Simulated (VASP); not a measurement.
Write the native input for VASP 6.6.1 that does the following.

- Task: electric field gradients
- Functional: PBE
- Potentials or basis: VASP PAW PBE potentials, release 64 (Pb_d, Se)
- Cutoff: 520 eV
- k mesh: 9 × 9 × 9
- Occupations: fermi-dirac, width 0.01 eV
- Spin: no spin polarisation
- Dipole correction: no
- Further INCAR settings: ALGO = Normal; EDIFF = 1e-08; NBANDS = 17

The structure of PbSe lies in POSCAR:

```
PbSe
1.0
    0.0000000000      3.0519086191      3.0519086191
    3.0519086191      0.0000000000      3.0519086191
    3.0519086191      3.0519086191      0.0000000000
Pb Se
1 1
Direct
    0.0000000000      0.0000000000      0.0000000000
    0.5000000000      0.5000000000      0.5000000000
```

This cell differs from its parent crystal: volume scaled by 0.99.

One way to write it, as run:

INCAR

```
SYSTEM = PbSe
PREC     = Accurate       ! precision mode
ENCUT    = 520            ! plane-wave cutoff, eV
EDIFF    = 1E-8           ! SCF threshold, eV
ISMEAR   = -1             ! smearing method
SIGMA    = 0.01           ! smearing width, eV
LREAL    = .FALSE.        ! projectors in reciprocal space
LASPH    = .TRUE.         ! aspherical terms in the spheres
NELM     = 80             ! most SCF steps
ALGO     = Normal         ! electronic algorithm
ISIF     = 2              ! what is computed and relaxed
LWAVE    = .FALSE.        ! write WAVECAR
LCHARG   = .FALSE.        ! write CHGCAR
GGA      = PE             ! functional
LEFG     = .TRUE.       
NBANDS   = 17             ! bands
```

KPOINTS

```
regular mesh
0
G
  9 9 9
  0 0 0
```

Potentials or basis: VASP PAW PBE potentials, release 64 (Pb_d, Se).

Run with:

```bash
$ cat potpaw_PBE.64/Pb_d/POTCAR potpaw_PBE.64/Se/POTCAR > POTCAR
$ mpirun -np 1 vasp_std > vasp.out
```

Results of the run:

The pressure is 2.9 GPa.

Caveat: without QUAD_EFG the Cq values of the log hold for a quadrupole moment of 1 mb, not for the nuclei.

It took 55 s on 1 thread of AMD EPYC 7R13, with other jobs on the host, peak memory 0.16 GiB.
